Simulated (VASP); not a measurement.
# KCd (CsCl type) (Pm-3m) in VASP: a series of runs

Runs on KCd (CsCl type). Level: PBE. Tasks: single point.

All numbers are computed with VASP 6.6.1; they aren't measurements. Logs are shortened: lines on timing, memory, paths and dates and some standing lists are left out, and cuts for length are marked.

## (1) The cell of the first run

The structure is cubic, space group Pm-3m (No. 221). Conventional cell: a = 4.343 Å, b = 4.343 Å, c = 4.343 Å, α = 90.00°, β = 90.00°, γ = 90.00°. K (site symmetry m-3m) has 8 Cd at 3.76 Å and 6 K at 4.34 Å within 4.9 Å. Cd (site symmetry m-3m) has 8 K at 3.76 Å and 6 Cd at 4.34 Å within 4.9 Å.

## (2) Single point, PBE

INCAR

```
  PREC = Accurate
  ENCUT = 520
  EDIFF = 1E-6
  ISMEAR = -1
  SIGMA = 0.05
  LREAL = False
  LASPH = True
  NELM = 60
  ALGO = Normal
  ISIF = 2
  LWAVE = False
  LCHARG = False
  GGA = PE
  NBANDS = 18
```

KPOINTS

```
Automatic mesh
0
Gamma
  9 9 9
```

POSCAR

```
KCd
1.0
    4.3428216243      0.0000000000      0.0000000000
    0.0000000000      4.3428216243      0.0000000000
    0.0000000000      0.0000000000      4.3428216243
K Cd
1 1
Direct
    0.0000000000      0.0000000000      0.0000000000
    0.5000000000      0.5000000000      0.5000000000
```

Potentials or basis: VASP PAW PBE potentials, release 64 (K_sv, Cd).

The run is started by

```
cat potpaw_PBE.64/K_sv/POTCAR potpaw_PBE.64/Cd/POTCAR > POTCAR
mpirun -np 1 vasp_std > vasp.out
```

OUTCAR:

```text
PREC = Accurate
   ENCUT = 520
   EDIFF = 1E-6
   ISMEAR = -1
   LREAL = False
   LASPH = True
   NELM = 60
   ISIF = 2
   GGA = PE

 ion  position               nearest neighbor table
   1  0.000  0.000  0.000-   2 3.76   2 3.76   2 3.76   2 3.76   2 3.76   2 3.76   2 3.76   2 3.76

   2  0.500  0.500  0.500-   1 3.76   1 3.76   1 3.76   1 3.76   1 3.76   1 3.76   1 3.76   1 3.76

  LATTYP: Found a simple cubic cell.
 ALAT       =     4.3428216243

  Lattice vectors:

 A1 = (   4.3428216243,   0.0000000000,   0.0000000000)
 A2 = (   0.0000000000,   4.3428216243,   0.0000000000)
 A3 = (   0.0000000000,   0.0000000000,   4.3428216243)

Analysis of symmetry for initial positions (statically):
=====================================================================
 Subroutine PRICEL returns:
 Original cell was already a primitive cell.

 Routine SETGRP: Setting up the symmetry group for a
 simple cubic supercell.

 Subroutine GETGRP returns: Found 48 space group operations
 (whereof 48 operations were pure point group operations)
 out of a pool of 48 trial point group operations.

The static configuration has the point symmetry O_h .

Analysis of symmetry for dynamics (positions and initial velocities):
=====================================================================
 Subroutine PRICEL returns:
 Original cell was already a primitive cell.

 Routine SETGRP: Setting up the symmetry group for a
 simple cubic supercell.

 Subroutine GETGRP returns: Found 48 space group operations
 (whereof 48 operations were pure point group operations)
 out of a pool of 48 trial point group operations.

The dynamic configuration has the point symmetry O_h .

 Subroutine INISYM returns: Found 48 space group operations
 (whereof 48 operations are pure point group operations),
 and found     1 'primitive' translations

----------------------------------------------------------------------------------------

                                     Primitive cell

  volume of cell :      81.9060

  direct lattice vectors                    reciprocal lattice vectors
     4.342821624  0.000000000  0.000000000     0.230265041  0.000000000  0.000000000
     0.000000000  4.342821624  0.000000000     0.000000000  0.230265041  0.000000000
     0.000000000  0.000000000  4.342821624     0.000000000  0.000000000  0.230265041

  length of vectors
     4.342821624  4.342821624  4.342821624     0.230265041  0.230265041  0.230265041

  position of ions in fractional coordinates (direct lattice)
     0.000000000  0.000000000  0.000000000
     0.500000000  0.500000000  0.500000000

  ion indices of the primitive-cell ions
   primitive index   ion index
                 1           1
                 2           2

----------------------------------------------------------------------------------------

 KPOINTS: Automatic mesh

Automatic generation of k-mesh.
 Grid dimensions read from file:
 generate k-points for:    9    9    9

 Generating k-lattice:

  Cartesian coordinates                     Fractional coordinates (reciprocal lattice)
     0.025585005  0.000000000  0.000000000     0.111111111  0.000000000  0.000000000
     0.000000000  0.025585005  0.000000000     0.000000000  0.111111111  0.000000000
     0.000000000  0.000000000  0.025585005     0.000000000  0.000000000  0.111111111

  Length of vectors
     0.025585005  0.025585005  0.025585005

  Shift w.r.t. Gamma in fractional coordinates (k-lattice)
     0.000000000  0.000000000  0.000000000

 Subroutine IBZKPT returns following result:
 ===========================================

 Found     35 irreducible k-points:

 Following reciprocal coordinates:
            Coordinates               Weight
  0.000000  0.000000  0.000000      1.000000
  0.111111  0.000000  0.000000      6.000000
  0.222222  0.000000  0.000000      6.000000
  0.333333  0.000000  0.000000      6.000000
  0.444444  0.000000  0.000000      6.000000
  0.111111  0.111111  0.000000     12.000000
[... 16 lines left out ...]
  0.333333  0.333333  0.111111     24.000000
  0.444444  0.333333  0.111111     48.000000
 [... further k-points ...]
   k-points           NKPTS =     35   k-points in BZ     NKDIM =     35   number of bands    NBANDS=     18
   number of dos      NEDOS =    301   number of ions     NIONS =      2
   total plane-waves  NPLWV =  32768
   dimension x,y,z NGX =    32 NGY =   32 NGZ =   32
   dimension x,y,z NGXF=    64 NGYF=   64 NGZF=   64
   ions per type =               1   1
   NGX,Y,Z   is equivalent  to a cutoff of  12.25, 12.25, 12.25 a.u.
   NGXF,Y,Z  is equivalent  to a cutoff of  24.50, 24.50, 24.50 a.u.
 SYSTEM =  unknown system
   PREC   = accura    normal or accurate (medium, high low for compatibility)
   ISTART =      0    job   : 0-new  1-cont  2-samecut
   ICHARG =      2    charge: 1-file 2-atom 10-const
   ISPIN  =      1    spin polarized calculation?
   LNONCOLLINEAR =      F non collinear calculations
   LSORBIT =      F    spin-orbit coupling
   LASPH  =      T    aspherical Exc in radial PAW
   ENCUT  =  520.0 eV  38.22 Ry    6.18 a.u.   8.07  8.07  8.07*2*pi/ulx,y,z
   NELM   =     60;   NELMIN=  2; NELMDL= -5     # of ELM steps
   EDIFF  = 0.1E-05   stopping-criterion for ELM
   LREAL  =      F    real-space projection
   EDIFFG = 0.1E-04   stopping-criterion for IOM
   NSW    =      0    number of steps for IOM
   IBRION =     -1    ionic relax: 0-MD 1-quasi-New 2-CG
   NFREE  =      0    steps in history (QN), initial steepest desc. (CG)
   ISIF   =      2    stress and relaxation
   ISYM   =      2    0-nonsym 1-usesym 2-fastsym
   POTIM  = 0.5000    time-step for ionic-motion
   TEBEG  =    0.0;   TEEND  =   0.0 temperature during run
   PSTRESS=    0.0 pullay stress
   NELECT =      21.0000    total number of electrons
   NUPDOWN=      -1.0000    fix difference up-down
   EMIN   =  10.00;   EMAX   =-10.00  energy-range for DOS
   EFERMI =   0.00;   METHOD = LEGACY
   ISMEAR =    -1;   SIGMA  =   0.05  broadening in eV -4-tet -1-fermi 0-gaus
   EFERMI_NEDOS =   21; number of points for ismear=-14 and -15
   IALGO  =     38    algorithm
   IMIX   =      4    mixing-type and parameters
     AMIX     =   0.40;   BMIX     =  1.00
     AMIX_MAG =   1.60;   BMIX_MAG =  1.00
  volume/ion in A,a.u.               =      40.95       276.36
  Fermi-wavevector in a.u.,A,eV,Ry     =   1.040022  1.965357 14.716689  1.081646
  Thomas-Fermi vector in A             =   2.174579
   LORBIT       =      0    0 simple, 1 ext, 2 COOP (PROOUT), +10 PAW based schemes
   GGA     = PE    functional components
   LHFCALC =     F    Hartree Fock is set to
   AEXX    =    0.0000 exact exchange contribution
   IVDW    =     0    specifies the selected vdW correction
   LEPSILON=     F    determine dielectric tensor
   LRPA    =     F    only Hartree local field effects (RPA)
 non-spin polarized calculation
  energy-cutoff  :      520.00
  volume of cell :       81.91
 maximum number of plane-waves:      2242
   NGX = 17   NGY = 17   NGZ = 17

 number of electron      20.9999996 magnetization

 Free energy of the ion-electron system (eV)
  ---------------------------------------------------
  ext. energy  EPLUGINS =         0.00000000
  ---------------------------------------------------
  free energy    TOTEN  =        -1.80306674 eV

  energy without entropy =       -1.79007792  energy(sigma->0) =       -1.79657233

 E-fermi :   0.7041     XC(G=0):  -7.5867

 val. band max:        0.6284492447   @ k =   0.4444   0.3333   0.2222
 cond. band min:       0.7109205762   @ k =   0.3333   0.2222   0.1111
 fundamental gap:      0.0824713314
 Fermi energy:         0.7041442597

 k-point     1 :       0.0000    0.0000    0.0000
  band No.  band energies     occupation
      1     -30.7569      2.00000
      2     -14.2246      2.00000
      3     -14.2246      2.00000
      4     -14.2246      2.00000
      5      -8.1669      2.00000
      6      -8.1669      2.00000
[... 10 lines left out ...]
     17       7.3073      0.00000
     18       7.3073      0.00000

 k-point     2 :       0.1111    0.0000    0.0000
  band No.  band energies     occupation
      1     -30.7564      2.00000
      2     -14.2357      2.00000
      3     -14.2238      2.00000
      4     -14.2238      2.00000
      5      -8.1660      2.00000
      6      -8.1575      2.00000
[... 10 lines left out ...]
     17       7.3255      0.00000
     18       7.3608      0.00000

 k-point     3 :       0.2222    0.0000    0.0000
  band No.  band energies     occupation
      1     -30.7552      2.00000
      2     -14.2636      2.00000
      3     -14.2218      2.00000
      4     -14.2218      2.00000
      5      -8.1639      2.00000
      6      -8.1338      2.00000
[... 10 lines left out ...]
     17       7.5599      0.00000
     18       7.5702      0.00000

 k-point     4 :       0.3333    0.0000    0.0000
  band No.  band energies     occupation
      1     -30.7538      2.00000
      2     -14.2950      2.00000
      3     -14.2195      2.00000
      4     -14.2195      2.00000
      5      -8.1614      2.00000
      6      -8.1080      2.00000
[... 10 lines left out ...]
     17       7.9500      0.00000
     18       7.9625      0.00000

 k-point     5 :       0.4444    0.0000    0.0000
  band No.  band energies     occupation
      1     -30.7530      2.00000
      2     -14.3152      2.00000
      3     -14.2179      2.00000
      4     -14.2179      2.00000
      5      -8.1597      2.00000
      6      -8.1122      2.00000
[... 10 lines left out ...]
     17       7.4287      0.00000
     18       8.1206      0.00000

 k-point     6 :       0.1111    0.1111    0.0000
  band No.  band energies     occupation
      1     -30.7560      2.00000
      2     -14.2359      2.00000
      3     -14.2337      2.00000
      4     -14.2230      2.00000
      5      -8.1610      2.00000
      6      -8.1523      2.00000
[... 10 lines left out ...]
     17       7.0985      0.00000
     18       7.6407      0.00000

 k-point     7 :       0.2222    0.1111    0.0000
  band No.  band energies     occupation
      1     -30.7548      2.00000
      2     -14.2624      2.00000
      3     -14.2323      2.00000
      4     -14.2209      2.00000
      5      -8.1574      2.00000
      6      -8.1302      2.00000
[... 10 lines left out ...]
     17       6.9844      0.00000
     18       7.9517      0.00000

 k-point     8 :       0.3333    0.1111    0.0000
  band No.  band energies     occupation
      1     -30.7534      2.00000
      2     -14.2933      2.00000
      3     -14.2296      2.00000
      4     -14.2184      2.00000
      5      -8.1549      2.00000
      6      -8.1127      2.00000
[... 10 lines left out ...]
     17       7.2828      0.00000
     18       8.3030      0.00000
[... 229 lines left out ...]
     17       7.9207      0.00000
     18       8.1932      0.00000

 k-point    20 :       0.2222    0.2222    0.1111
  band No.  band energies     occupation
      1     -30.7531      2.00000
      2     -14.2602      2.00000
      3     -14.2556      2.00000
      4     -14.2287      2.00000
      5      -8.1377      2.00000
      6      -8.1145      2.00000
[... 10 lines left out ...]
     17       7.1840      0.00000
     18       7.9774      0.00000

 k-point    21 :       0.3333    0.2222    0.1111
  band No.  band energies     occupation
      1     -30.7517      2.00000
      2     -14.2877      2.00000
      3     -14.2541      2.00000
      4     -14.2259      2.00000
      5      -8.1331      2.00000
      6      -8.1246      2.00000
[... 10 lines left out ...]
     17       7.5017      0.00000
     18       7.7024      0.00000

 k-point    22 :       0.4444    0.2222    0.1111
  band No.  band energies     occupation
      1     -30.7509      2.00000
      2     -14.3069      2.00000
      3     -14.2518      2.00000
      4     -14.2240      2.00000
      5      -8.1316      2.00000
      6      -8.1313      2.00000
[... 10 lines left out ...]
     17       7.6875      0.00000
     18       7.8518      0.00000

 k-point    23 :       0.3333    0.3333    0.1111
  band No.  band energies     occupation
      1     -30.7504      2.00000
      2     -14.2847      2.00000
      3     -14.2813      2.00000
      4     -14.2228      2.00000
      5      -8.1368      2.00000
      6      -8.1236      2.00000
[... 10 lines left out ...]
     17       7.1447      0.00000
     18       7.6256      0.00000

 k-point    24 :       0.4444    0.3333    0.1111
  band No.  band energies     occupation
      1     -30.7495      2.00000
      2     -14.3017      2.00000
      3     -14.2799      2.00000
      4     -14.2208      2.00000
      5      -8.1448      2.00000
      6      -8.1202      2.00000
[... 10 lines left out ...]
     17       7.4866      0.00000
     18       7.9364      0.00000

 [... further k-points ...]
[... 5 lines left out ...]
  --------------------------------------------------------------------------------------
  -------------------------------------------------------------------------------------
  Total       -0.0083108     -0.0083108     -0.0083108     -0.0000000      0.0000000     -0.0000000
  in kB       -0.1625685     -0.1625685     -0.1625685     -0.0000000      0.0000000     -0.0000000
  external PRESSURE =      -0.1625685 kB  Pullay stress =       0.0000000 kB

 VOLUME and BASIS-vectors are now :
 -----------------------------------------------------------------------------
  energy-cutoff  :      520.00
  volume of cell :       81.91
      direct lattice vectors                 reciprocal lattice vectors
     4.342821624  0.000000000  0.000000000     0.230265041  0.000000000  0.000000000
     0.000000000  4.342821624  0.000000000     0.000000000  0.230265041  0.000000000
     0.000000000  0.000000000  4.342821624     0.000000000  0.000000000  0.230265041

 POSITION                                       TOTAL-FORCE (eV/Angst)
 -----------------------------------------------------------------------------------
      0.00000      0.00000      0.00000         0.000000      0.000000      0.000000
      2.17141      2.17141      2.17141         0.000000      0.000000      0.000000
 -----------------------------------------------------------------------------------
    total drift:                                0.000000      0.000000     -0.000000

  FREE ENERGIE OF THE ION-ELECTRON SYSTEM (eV)
  ---------------------------------------------------
  free  energy   TOTEN  =        -1.8030667421 eV

  energy  without entropy=       -1.7900779218  energy(sigma->0) =       -1.79657233
```

Run time: 19 s. Hardware: 1 thread of Intel Xeon 6975P-C (Granite Rapids), shared host; peak memory 0.2 GiB.

Results:

| Item | Value |
| --- | --- |
| Free energy | -1.8031 eV |
| Pressure | 0.0 GPa |

## (3) Single point, PBE

INCAR

```
SYSTEM = KCd
ALGO = Normal
EDIFF = 1E-6
ENCUT = 520
GGA = PE
ISIF = 2
ISMEAR = 0
LASPH = .TRUE.
LCHARG = .FALSE.
LREAL = .FALSE.
LWAVE = .FALSE.
NBANDS = 18
NELM = 60
PREC = Accurate
SIGMA = 0.05
```

KPOINTS

```
k-points
0
G
  9 9 9
  0 0 0
```

POSCAR

```
KCd
1.0
    4.3413430768      0.0000000000      0.0000000000
    0.0000000000      4.3413430768      0.0000000000
    0.0000000000      0.0000000000      4.3413430768
K Cd
1 1
Direct
    0.0000000000      0.0000000000      0.0000000000
    0.5000000000      0.5000000000      0.5000000000
```

Potentials or basis: VASP PAW PBE potentials, release 64 (K_sv, Cd).

The run is started by

```
cat potpaw_PBE.64/K_sv/POTCAR potpaw_PBE.64/Cd/POTCAR > POTCAR
mpirun -np 1 vasp_std > vasp.out
```

OUTCAR:

```text
SYSTEM = KCd
   EDIFF = 1E-6
   ENCUT = 520
   GGA = PE
   ISIF = 2
   ISMEAR = 0
   LASPH = .TRUE.
   LREAL = .FALSE.
   NELM = 60
   PREC = Accurate

 ion  position               nearest neighbor table
   1  0.000  0.000  0.000-   2 3.76   2 3.76   2 3.76   2 3.76   2 3.76   2 3.76   2 3.76   2 3.76

   2  0.500  0.500  0.500-   1 3.76   1 3.76   1 3.76   1 3.76   1 3.76   1 3.76   1 3.76   1 3.76

  LATTYP: Found a simple cubic cell.
 ALAT       =     4.3413430768

  Lattice vectors:

 A1 = (   4.3413430768,   0.0000000000,   0.0000000000)
 A2 = (   0.0000000000,   4.3413430768,   0.0000000000)
 A3 = (   0.0000000000,   0.0000000000,   4.3413430768)

Analysis of symmetry for initial positions (statically):
=====================================================================
 Subroutine PRICEL returns:
 Original cell was already a primitive cell.

 Routine SETGRP: Setting up the symmetry group for a
 simple cubic supercell.

 Subroutine GETGRP returns: Found 48 space group operations
 (whereof 48 operations were pure point group operations)
 out of a pool of 48 trial point group operations.

[... 156 lines left out ...]
  ext. energy  EPLUGINS =         0.00000000
  ---------------------------------------------------
  free energy    TOTEN  =        -1.79749202 eV

  energy without entropy =       -1.79537838  energy(sigma->0) =       -1.79643520

 E-fermi :   0.7021     XC(G=0):  -7.5906

 val. band max:        0.6310928651   @ k =   0.4444   0.3333   0.2222
 cond. band min:       0.7139591574   @ k =   0.3333   0.2222   0.1111
 fundamental gap:      0.0828662923
 Fermi energy:         0.7021346483

 k-point     1 :       0.0000    0.0000    0.0000
  band No.  band energies     occupation
      1     -30.7519      2.00000
      2     -14.2196      2.00000
      3     -14.2196      2.00000
      4     -14.2196      2.00000
      5      -8.1654      2.00000
      6      -8.1654      2.00000
[... 481 lines left out ...]
      5      -8.1432      2.00000
      6      -8.1186      2.00000
[... 10 lines left out ...]
     17       7.4943      0.00000
     18       7.9433      0.00000

 [... further k-points ...]
[... 5 lines left out ...]
  --------------------------------------------------------------------------------------
  -------------------------------------------------------------------------------------
  Total       -0.0100204     -0.0100204     -0.0100204      0.0000000      0.0000000     -0.0000000
  in kB       -0.1962116     -0.1962116     -0.1962116      0.0000000      0.0000000     -0.0000000
  external PRESSURE =      -0.1962116 kB  Pullay stress =       0.0000000 kB

 VOLUME and BASIS-vectors are now :
 -----------------------------------------------------------------------------
  energy-cutoff  :      520.00
  volume of cell :       81.82
      direct lattice vectors                 reciprocal lattice vectors
     4.341343077  0.000000000  0.000000000     0.230343463  0.000000000  0.000000000
     0.000000000  4.341343077  0.000000000     0.000000000  0.230343463  0.000000000
     0.000000000  0.000000000  4.341343077     0.000000000  0.000000000  0.230343463

 POSITION                                       TOTAL-FORCE (eV/Angst)
 -----------------------------------------------------------------------------------
      0.00000      0.00000      0.00000         0.000000      0.000000      0.000000
      2.17067      2.17067      2.17067         0.000000      0.000000      0.000000
 -----------------------------------------------------------------------------------
    total drift:                                0.000000      0.000000     -0.000000

  FREE ENERGIE OF THE ION-ELECTRON SYSTEM (eV)
  ---------------------------------------------------
  free  energy   TOTEN  =        -1.7974920216 eV

  energy  without entropy=       -1.7953783822  energy(sigma->0) =       -1.79643520
```

stdout:

```text
POSCAR found type information on POSCAR K Cd
 POSCAR found :  2 types and       2 ions
 scaLAPACK will be used
 LDA part: xc-table for (Slater+PW92), standard interpolation
 POSCAR, INCAR and KPOINTS ok, starting setup
 FFT: planning ... GRIDC
 FFT: planning ... GRID_SOFT
 FFT: planning ... GRID
 WAVECAR not read
 entering main loop
```

It took 18 s on 1 thread of Intel Xeon 6975P-C (Granite Rapids), shared host; peak memory 0.2 GiB.

Results:

```yaml
Free_energy: -1.7975 eV
Pressure: 0.0 GPa
```

Levels at points of the mesh, in eV from the Fermi level:
```csv
k point,band 8,band 9,band 10,band 11,band 12,band 13
"(0.00, 0.00, 0.00)",-8.79,-8.79,-4.87,3.07,3.07,3.44
```
